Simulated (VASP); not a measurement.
Here is a VASP 6.6.1 calculation.

Contents of INCAR:

```
SYSTEM = MgS
  PREC = Accurate
  ENCUT = 520
  EDIFF = 1E-8
  ISMEAR = -1
  SIGMA = 0.01
  LREAL = .FALSE.
  LASPH = .TRUE.
  NELM = 60
  ALGO = Normal
  ISIF = 2
  LWAVE = .FALSE.
  LCHARG = .FALSE.
  LEFG = .TRUE.
  NBANDS = 11
```

The input KPOINTS:

```
regular mesh
0
G
  8 8 8
  0 0 0
```

File POSCAR:

```
MgS
1.0
    0.0520330000      2.6276665000      2.6276665000
    2.6276665000      0.0520330000      2.6276665000
    2.6276665000      2.6276665000      0.0520330000
Mg S
1 1
Direct
    0.0000000000      0.0000000000      0.0000000000
    0.5000000000      0.5000000000      0.5000000000
```

Potentials or basis: VASP PAW LDA potentials, release 64 (Mg, S).

Command:

```bash
$ cat potpaw_LDA.64/Mg/POTCAR potpaw_LDA.64/S/POTCAR > POTCAR
$ mpirun -np 1 vasp_std > vasp.out
```

Task: Estimate the band gap on the k mesh.

Result: 2.45 eV, indirect (least direct gap 3.38 eV).

Task: What does it give for the pressure?

Result: -3.8 GPa.

Stress tensor (GPa, compression positive):
```
-3.82 -1.12 -1.12
-1.12 -3.82 -1.12
-1.12 -1.12 -3.82
```

Caveat: the cell differs from its parent crystal (equal xy, yz and zx shear strains of +2 %); without QUAD_EFG the Cq values of the log hold for a quadrupole moment of 1 mb, not for the nuclei. A k mesh can miss the band edges.
